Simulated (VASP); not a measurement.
# Ge7Au (P-43m) in VASP: a series of runs

The runs below take Ge7Au through single point, with PBE.

Program: VASP 6.6.1. These are calculated values, not measurements. Logs are shortened: lines on timing, memory, paths and dates and some standing lists are left out, and cuts for length are marked.

**1. The cell of the first run**

It takes space group P-43m (No. 215, cubic). Conventional cell: a = 5.798 Å, b = 5.798 Å, c = 5.798 Å, α = 90.00°, β = 90.00°, γ = 90.00°. Within 3.3 Å of Ge (site symmetry 3m) lie 3 Ge at 2.51 Å and 1 Au at 2.52 Å. Within 3.3 Å of Ge (site symmetry -42m) lie 4 Ge at 2.51 Å. Within 3.3 Å of Au (site symmetry -43m) lie 4 Ge at 2.52 Å.

The cell was generated, and may not be a known phase.

**2. Single point, PBE**

INCAR

```
SYSTEM = Ge7Au
ALGO     = Normal         ! electronic algorithm
EDIFF    = 1E-6           ! SCF threshold, eV
ENCUT    = 520            ! plane-wave cutoff, eV
GGA      = PE             ! functional
ISIF     = 2              ! what is computed and relaxed
ISMEAR   = 0              ! smearing method
LASPH    = .True.         ! aspherical terms in the spheres
LCHARG   = .False.        ! write CHGCAR
LREAL    = .False.        ! projectors in reciprocal space
LWAVE    = .False.        ! write WAVECAR
NBANDS   = 64             ! bands
NELM     = 80             ! most SCF steps
PREC     = Accurate       ! precision mode
SIGMA    = 0.1            ! smearing width, eV
```

KPOINTS

```
k-points
0
Gamma
  4 4 4
  0 0 0
```

POSCAR

```
Ge7Au
1.0
    5.7979506000      0.0000000000      0.0000000000
    0.0000000000      5.7979506000      0.0000000000
    0.0000000000      0.0000000000      5.7979506000
Ge Au
7 1
Direct
    0.2510170000      0.2510170000      0.2510170000
    0.0000000000      0.5000000000      0.5000000000
    0.5000000000      0.5000000000      0.0000000000
    0.5000000000      0.0000000000      0.5000000000
    0.7489830000      0.2510170000      0.7489830000
    0.7489830000      0.7489830000      0.2510170000
    0.2510170000      0.7489830000      0.7489830000
    0.0000000000      0.0000000000      0.0000000000
```

Potentials or basis: VASP PAW PBE potentials, release 64 (Ge_d, Au).

Launch:

```bash
$ cat potpaw_PBE.64/Ge_d/POTCAR potpaw_PBE.64/Au/POTCAR > POTCAR
$ mpirun -np 1 vasp_std > vasp.out
```

OUTCAR:

```text
SYSTEM = Ge7Au
   EDIFF = 1E-6
   ENCUT = 520
   GGA = PE
   ISIF = 2
   ISMEAR = 0
   LASPH = .True.
   LREAL = .False.
   NELM = 80
   PREC = Accurate

 ion  position               nearest neighbor table
   1  0.251  0.251  0.251-   2 2.51   3 2.51   4 2.51   8 2.52
   2  0.000  0.500  0.500-   1 2.51   5 2.51   6 2.51   7 2.51
   3  0.500  0.500  0.000-   1 2.51   5 2.51   6 2.51   7 2.51
   4  0.500  0.000  0.500-   1 2.51   5 2.51   6 2.51   7 2.51
   5  0.749  0.251  0.749-   2 2.51   3 2.51   4 2.51   8 2.52
   6  0.749  0.749  0.251-   2 2.51   3 2.51   4 2.51   8 2.52
   7  0.251  0.749  0.749-   2 2.51   3 2.51   4 2.51   8 2.52
   8  0.000  0.000  0.000-   1 2.52   5 2.52   6 2.52   7 2.52

  LATTYP: Found a simple cubic cell.
 ALAT       =     5.7979506000

  Lattice vectors:

 A1 = (   5.7979506000,   0.0000000000,   0.0000000000)
 A2 = (   0.0000000000,   5.7979506000,   0.0000000000)
 A3 = (   0.0000000000,   0.0000000000,   5.7979506000)

Analysis of symmetry for initial positions (statically):
=====================================================================
 Subroutine PRICEL returns:
 Original cell was already a primitive cell.

 Routine SETGRP: Setting up the symmetry group for a
 simple cubic supercell.

 Subroutine GETGRP returns: Found 24 space group operations
 (whereof 24 operations were pure point group operations)
 out of a pool of 48 trial point group operations.

The static configuration has the point symmetry T_d .

Analysis of symmetry for dynamics (positions and initial velocities):
=====================================================================
 Subroutine PRICEL returns:
 Original cell was already a primitive cell.

 Routine SETGRP: Setting up the symmetry group for a
 simple cubic supercell.

 Subroutine GETGRP returns: Found 24 space group operations
 (whereof 24 operations were pure point group operations)
 out of a pool of 48 trial point group operations.

The dynamic configuration has the point symmetry T_d .

 Subroutine INISYM returns: Found 24 space group operations
 (whereof 24 operations are pure point group operations),
 and found     1 'primitive' translations

----------------------------------------------------------------------------------------

                                     Primitive cell

  volume of cell :     194.9052

  direct lattice vectors                    reciprocal lattice vectors
     5.797950600  0.000000000  0.000000000     0.172474736  0.000000000  0.000000000
     0.000000000  5.797950600  0.000000000     0.000000000  0.172474736  0.000000000
     0.000000000  0.000000000  5.797950600     0.000000000  0.000000000  0.172474736

  length of vectors
     5.797950600  5.797950600  5.797950600     0.172474736  0.172474736  0.172474736

  position of ions in fractional coordinates (direct lattice)
     0.251017000  0.251017000  0.251017000
     0.000000000  0.500000000  0.500000000
     0.500000000  0.500000000  0.000000000
     0.500000000  0.000000000  0.500000000
     0.748983000  0.251017000  0.748983000
     0.748983000  0.748983000  0.251017000
     0.251017000  0.748983000  0.748983000
     0.000000000  0.000000000  0.000000000

  ion indices of the primitive-cell ions
   primitive index   ion index
                 1           1
                 2           2
                 3           3
                 4           4
                 5           5
                 6           6
                 7           7
                 8           8

----------------------------------------------------------------------------------------

 KPOINTS: k-points

Automatic generation of k-mesh.
 Grid dimensions read from file:
 generate k-points for:    4    4    4

 Generating k-lattice:

  Cartesian coordinates                     Fractional coordinates (reciprocal lattice)
     0.043118684  0.000000000  0.000000000     0.250000000  0.000000000  0.000000000
     0.000000000  0.043118684  0.000000000     0.000000000  0.250000000  0.000000000
     0.000000000  0.000000000  0.043118684     0.000000000  0.000000000  0.250000000

  Length of vectors
     0.043118684  0.043118684  0.043118684

  Shift w.r.t. Gamma in fractional coordinates (k-lattice)
     0.000000000  0.000000000  0.000000000

 Subroutine IBZKPT returns following result:
 ===========================================

 Found     10 irreducible k-points:

 Following reciprocal coordinates:
            Coordinates               Weight
  0.000000  0.000000  0.000000      1.000000
  0.250000  0.000000  0.000000      6.000000
  0.500000  0.000000  0.000000      3.000000
  0.250000  0.250000  0.000000     12.000000
  0.500000  0.250000  0.000000     12.000000
  0.500000  0.500000  0.000000      3.000000
  0.250000  0.250000  0.250000      8.000000
  0.500000  0.250000  0.250000     12.000000
  0.500000  0.500000  0.250000      6.000000
  0.500000  0.500000  0.500000      1.000000
   k-points           NKPTS =     10   k-points in BZ     NKDIM =     10   number of bands    NBANDS=     64
   number of dos      NEDOS =    301   number of ions     NIONS =      8
   total plane-waves  NPLWV = 110592
   dimension x,y,z NGX =    48 NGY =   48 NGZ =   48
   dimension x,y,z NGXF=    96 NGYF=   96 NGZF=   96
   ions per type =               7   1
   NGX,Y,Z   is equivalent  to a cutoff of  13.76, 13.76, 13.76 a.u.
   NGXF,Y,Z  is equivalent  to a cutoff of  27.53, 27.53, 27.53 a.u.
 SYSTEM =  Ge7Au
   PREC   = accura    normal or accurate (medium, high low for compatibility)
   ISTART =      0    job   : 0-new  1-cont  2-samecut
   ICHARG =      2    charge: 1-file 2-atom 10-const
   ISPIN  =      1    spin polarized calculation?
   LNONCOLLINEAR =      F non collinear calculations
   LSORBIT =      F    spin-orbit coupling
   LASPH  =      T    aspherical Exc in radial PAW
   ENCUT  =  520.0 eV  38.22 Ry    6.18 a.u.  10.78 10.78 10.78*2*pi/ulx,y,z
   NELM   =     80;   NELMIN=  2; NELMDL= -5     # of ELM steps
   EDIFF  = 0.1E-05   stopping-criterion for ELM
   LREAL  =      F    real-space projection
   EDIFFG = 0.1E-04   stopping-criterion for IOM
   NSW    =      0    number of steps for IOM
   IBRION =     -1    ionic relax: 0-MD 1-quasi-New 2-CG
   NFREE  =      0    steps in history (QN), initial steepest desc. (CG)
   ISIF   =      2    stress and relaxation
   ISYM   =      2    0-nonsym 1-usesym 2-fastsym
   POTIM  = 0.5000    time-step for ionic-motion
   TEBEG  =    0.0;   TEEND  =   0.0 temperature during run
   PSTRESS=    0.0 pullay stress
   NELECT =     109.0000    total number of electrons
   NUPDOWN=      -1.0000    fix difference up-down
   EMIN   =  10.00;   EMAX   =-10.00  energy-range for DOS
   EFERMI =   0.00;   METHOD = LEGACY
   ISMEAR =     0;   SIGMA  =   0.10  broadening in eV -4-tet -1-fermi 0-gaus
   EFERMI_NEDOS =   21; number of points for ismear=-14 and -15
   IALGO  =     38    algorithm
   IMIX   =      4    mixing-type and parameters
     AMIX     =   0.40;   BMIX     =  1.00
     AMIX_MAG =   1.60;   BMIX_MAG =  1.00
  volume/ion in A,a.u.               =      24.36       164.41
  Fermi-wavevector in a.u.,A,eV,Ry     =   1.348784  2.548833 24.751977  1.819219
  Thomas-Fermi vector in A             =   2.476425
   LORBIT       =      0    0 simple, 1 ext, 2 COOP (PROOUT), +10 PAW based schemes
   GGA     = PE    functional components
   LHFCALC =     F    Hartree Fock is set to
   AEXX    =    0.0000 exact exchange contribution
   IVDW    =     0    specifies the selected vdW correction
   LEPSILON=     F    determine dielectric tensor
   LRPA    =     F    only Hartree local field effects (RPA)
 non-spin polarized calculation
 Gauss-broadening in eV      SIGMA  =   0.10
  energy-cutoff  :      520.00
  volume of cell :      194.91
 maximum number of plane-waves:      5271
 NGX is ok and might be reduce to    48
   NGX = 21   NGY = 21   NGZ = 21

 number of electron     109.0000095 magnetization

 Free energy of the ion-electron system (eV)
  ---------------------------------------------------
  ext. energy  EPLUGINS =         0.00000000
  ---------------------------------------------------
  free energy    TOTEN  =       -34.22467912 eV

  energy without entropy =      -34.20481605  energy(sigma->0) =      -34.21474758

 E-fermi :   4.0986     XC(G=0):  -9.7127

 val. band max:        4.0798997685   @ k =   0.2500   0.2500   0.0000
 cond. band min:       4.3571676571   @ k =   0.0000   0.0000   0.0000
 fundamental gap:      0.2772678887
 Fermi energy:         4.0986206419

 k-point     1 :       0.0000    0.0000    0.0000
  band No.  band energies     occupation
      1     -20.3858      2.00000
      2     -20.3858      2.00000
      3     -20.3858      2.00000
      4     -20.3752      2.00000
      5     -20.3752      2.00000
      6     -20.3752      2.00000
[... 56 lines left out ...]
     63       7.1938      0.00000
     64       7.9842      0.00000

 k-point     2 :       0.2500    0.0000    0.0000
  band No.  band energies     occupation
      1     -20.3896      2.00000
      2     -20.3885      2.00000
      3     -20.3885      2.00000
      4     -20.3815      2.00000
      5     -20.3757      2.00000
      6     -20.3757      2.00000
[... 56 lines left out ...]
     63       7.6872      0.00000
     64       8.5611      0.00000

 k-point     3 :       0.5000    0.0000    0.0000
  band No.  band energies     occupation
      1     -20.3928      2.00000
      2     -20.3910      2.00000
      3     -20.3910      2.00000
      4     -20.3862      2.00000
      5     -20.3760      2.00000
      6     -20.3760      2.00000
[... 458 lines left out ...]
     63       8.5198      0.00000
     64       9.1703      0.00000

 k-point    10 :       0.5000    0.5000    0.5000
  band No.  band energies     occupation
      1     -20.3800      2.00000
      2     -20.3800      2.00000
      3     -20.3796      2.00000
      4     -20.3796      2.00000
      5     -20.3796      2.00000
      6     -20.3611      2.00000
[... 56 lines left out ...]
     63       8.1380      0.00000
     64       9.1578      0.00000

------------------------ aborting loop because EDIFF is reached ----------------------------------------

  FORCE on cell =-STRESS in cart. coord.  units (eV):
  Direction    XX          YY          ZZ          XY          YZ          ZX
  --------------------------------------------------------------------------------------
  -------------------------------------------------------------------------------------
  Total        0.0645272      0.0645272      0.0645272      0.0000000     -0.0000000      0.0000000
  in kB        0.5304318      0.5304318      0.5304318      0.0000000     -0.0000000      0.0000000
  external PRESSURE =       0.5304318 kB  Pullay stress =       0.0000000 kB

 VOLUME and BASIS-vectors are now :
 -----------------------------------------------------------------------------
  energy-cutoff  :      520.00
  volume of cell :      194.91
      direct lattice vectors                 reciprocal lattice vectors
     5.797950600  0.000000000  0.000000000     0.172474736  0.000000000  0.000000000
     0.000000000  5.797950600  0.000000000     0.000000000  0.172474736  0.000000000
     0.000000000  0.000000000  5.797950600     0.000000000  0.000000000  0.172474736

 POSITION                                       TOTAL-FORCE (eV/Angst)
 -----------------------------------------------------------------------------------
      1.45538      1.45538      1.45538        -0.000844     -0.000844     -0.000844
      0.00000      2.89898      2.89898        -0.000000     -0.000000     -0.000000
      2.89898      2.89898      0.00000        -0.000000     -0.000000     -0.000000
      2.89898      0.00000      2.89898        -0.000000     -0.000000     -0.000000
      4.34257      1.45538      4.34257         0.000844     -0.000844      0.000844
      4.34257      4.34257      1.45538         0.000844      0.000844     -0.000844
      1.45538      4.34257      4.34257        -0.000844      0.000844      0.000844
      0.00000      0.00000      0.00000        -0.000000     -0.000000     -0.000000
 -----------------------------------------------------------------------------------
    total drift:                                0.000000      0.000000      0.000000

  FREE ENERGIE OF THE ION-ELECTRON SYSTEM (eV)
  ---------------------------------------------------
  free  energy   TOTEN  =       -34.2246791208 eV

  energy  without entropy=      -34.2048160460  energy(sigma->0) =      -34.21474758
```

Run time: 4.9 min. Hardware: 1 thread of AMD EPYC 7R13, shared host; peak memory 0.34 GiB.

Results:

```yaml
Free_energy: -34.2247 eV
Pressure: 0.1 GPa
Band_gap_on_the_k_mesh: zero (an odd number of electrons rules out a gap without spin polarisation)
```

Levels at points of the mesh, in eV from the Fermi level:
| k point | band 52 | band 53 | band 54 | band 55 | band 56 | band 57 |
| --- | --- | --- | --- | --- | --- | --- |
| (0.00, 0.00, 0.00) | -1.65 | -1.65 | 0.26 | 1.64 | 1.64 | 1.64 |
| (0.50, 0.00, 0.00) | -1.80 | -1.36 | -1.36 | -0.02 | -0.02 | 1.67 |
| (0.50, 0.50, 0.00) | -1.78 | -1.12 | -0.76 | 0.53 | 0.53 | 2.17 |
| (0.50, 0.50, 0.50) | -0.87 | -0.87 | 0.69 | 0.69 | 0.69 | 1.16 |

Caveat: spin-orbit coupling is left out, which moves the levels of the heavy elements.

**3. Single point, PBE**

INCAR

```
SYSTEM = Ge7Au
PREC = Accurate
ENCUT = 520
EDIFF = 1E-7
ISMEAR = 0
SIGMA = 0.2
LREAL = .FALSE.
LASPH = .TRUE.
NELM = 60
ALGO = Normal
ISIF = 2
LWAVE = .FALSE.
LCHARG = .FALSE.
GGA = PE
NBANDS = 64
```

KPOINTS

```
Automatic mesh
0
G
  4 4 4
  0 0 0
```

POSCAR is that of step 2.

Potentials or basis: VASP PAW PBE potentials, release 64 (Ge_d, Au).

Launch:

```bash
$ cat potpaw_PBE.64/Ge_d/POTCAR potpaw_PBE.64/Au/POTCAR > POTCAR
$ mpirun -np 1 vasp_std > vasp.out
```

OUTCAR:

```text
SYSTEM = Ge7Au
   PREC = Accurate
   ENCUT = 520
   EDIFF = 1E-7
   ISMEAR = 0
   LREAL = .FALSE.
   LASPH = .TRUE.
   NELM = 60
   ISIF = 2
   GGA = PE

 ion  position               nearest neighbor table
   1  0.251  0.251  0.251-   2 2.51   3 2.51   4 2.51   8 2.52
   2  0.000  0.500  0.500-   1 2.51   5 2.51   6 2.51   7 2.51
   3  0.500  0.500  0.000-   1 2.51   5 2.51   6 2.51   7 2.51
   4  0.500  0.000  0.500-   1 2.51   5 2.51   6 2.51   7 2.51
   5  0.749  0.251  0.749-   2 2.51   3 2.51   4 2.51   8 2.52
   6  0.749  0.749  0.251-   2 2.51   3 2.51   4 2.51   8 2.52
[... 867 lines left out ...]
  Total        0.0490774      0.0490774      0.0490774      0.0000000     -0.0000000      0.0000000
  in kB        0.4034303      0.4034303      0.4034303      0.0000000     -0.0000000      0.0000000
  external PRESSURE =       0.4034303 kB  Pullay stress =       0.0000000 kB

 VOLUME and BASIS-vectors are now :
 -----------------------------------------------------------------------------
  energy-cutoff  :      520.00
  volume of cell :      194.91
      direct lattice vectors                 reciprocal lattice vectors
     5.797950600  0.000000000  0.000000000     0.172474736  0.000000000  0.000000000
     0.000000000  5.797950600  0.000000000     0.000000000  0.172474736  0.000000000
     0.000000000  0.000000000  5.797950600     0.000000000  0.000000000  0.172474736

 POSITION                                       TOTAL-FORCE (eV/Angst)
 -----------------------------------------------------------------------------------
      1.45538      1.45538      1.45538         0.005185      0.005185      0.005185
      0.00000      2.89898      2.89898         0.000000      0.000000      0.000000
      2.89898      2.89898      0.00000        -0.000000      0.000000      0.000000
      2.89898      0.00000      2.89898         0.000000      0.000000      0.000000
      4.34257      1.45538      4.34257        -0.005185      0.005185     -0.005185
      4.34257      4.34257      1.45538        -0.005185     -0.005185      0.005185
      1.45538      4.34257      4.34257         0.005185     -0.005185     -0.005185
      0.00000      0.00000      0.00000         0.000000      0.000000      0.000000
 -----------------------------------------------------------------------------------
    total drift:                                0.000000      0.000000      0.000000

  FREE ENERGIE OF THE ION-ELECTRON SYSTEM (eV)
  ---------------------------------------------------
  free  energy   TOTEN  =       -34.2481654637 eV

  energy  without entropy=      -34.1924952907  energy(sigma->0) =      -34.22033038
```

OSZICAR:

```text
N       E                     dE             d eps       ncg     rms          rms(c)
DAV:   1     0.143963909060E+04    0.14396E+04   -0.49656E+04  1608   0.443E+03
DAV:   2     0.247960946419E+03   -0.11917E+04   -0.11539E+04  1280   0.122E+03
DAV:   3    -0.967063539665E+01   -0.25763E+03   -0.24929E+03  1328   0.277E+02
DAV:   4    -0.345823488864E+02   -0.24912E+02   -0.24463E+02  1472   0.924E+01
DAV:   5    -0.353777841865E+02   -0.79544E+00   -0.79283E+00  1440   0.187E+01    0.882E+00
DAV:   6    -0.343400408687E+02    0.10377E+01   -0.79760E+00  2032   0.168E+01    0.737E+00
DAV:   7    -0.342796086407E+02    0.60432E-01   -0.12129E+00  1408   0.523E+00    0.335E+00
DAV:   8    -0.342566150314E+02    0.22994E-01   -0.26218E-01  1448   0.301E+00    0.956E-01
DAV:   9    -0.342465915449E+02    0.10023E-01   -0.76368E-02  1576   0.221E+00    0.157E-01
DAV:  10    -0.342479989059E+02   -0.14074E-02   -0.96924E-03  1544   0.147E+00    0.979E-02
DAV:  11    -0.342481198150E+02   -0.12091E-03   -0.12287E-03  1728   0.565E-01    0.308E-02
DAV:  12    -0.342481613827E+02   -0.41568E-04   -0.26892E-04  1488   0.173E-01    0.110E-02
DAV:  13    -0.342481629674E+02   -0.15847E-05   -0.28667E-05  1520   0.155E-01    0.413E-03
DAV:  14    -0.342481647761E+02   -0.18087E-05   -0.10041E-05  1544   0.597E-02    0.272E-03
DAV:  15    -0.342481654186E+02   -0.64247E-06   -0.38087E-06  1608   0.258E-02    0.887E-04
DAV:  16    -0.342481654637E+02   -0.45096E-07   -0.66453E-07  1376   0.148E-02
   1 F= -.34248165E+02 E0= -.34220330E+02  d E =-.556702E-01
```

stdout:

```text
POSCAR found type information on POSCAR GeAu
 POSCAR found :  2 types and       8 ions
 scaLAPACK will be used
 LDA part: xc-table for (Slater+PW92), standard interpolation
 POSCAR, INCAR and KPOINTS ok, starting setup
 FFT: planning ... GRIDC
 FFT: planning ... GRID_SOFT
 FFT: planning ... GRID
 WAVECAR not read
 entering main loop
```

It took 4.1 min on 1 thread of AMD EPYC 7R13, shared host; peak memory 0.34 GiB.

Results:

- Free energy: -34.2482 eV
- Pressure: 0.0 GPa
- Largest force: 0.009 eV/Å
- Band gap on the k mesh: zero (an odd number of electrons rules out a gap without spin polarisation)

Forces on the atoms (eV/Å):
```
Ge   0.005  0.005  0.005
Ge   0.000  0.000  0.000
Ge   0.000  0.000  0.000
Ge   0.000  0.000  0.000
Ge  -0.005  0.005 -0.005
Ge  -0.005 -0.005  0.005
Ge   0.005 -0.005 -0.005
Au   0.000  0.000  0.000
```

Caveat: spin-orbit coupling is left out, which moves the levels of the heavy elements.

(Part 1 of 2 ends here.)

The gap in the log of VASP goes by the Fermi energy; the results here count the filled bands.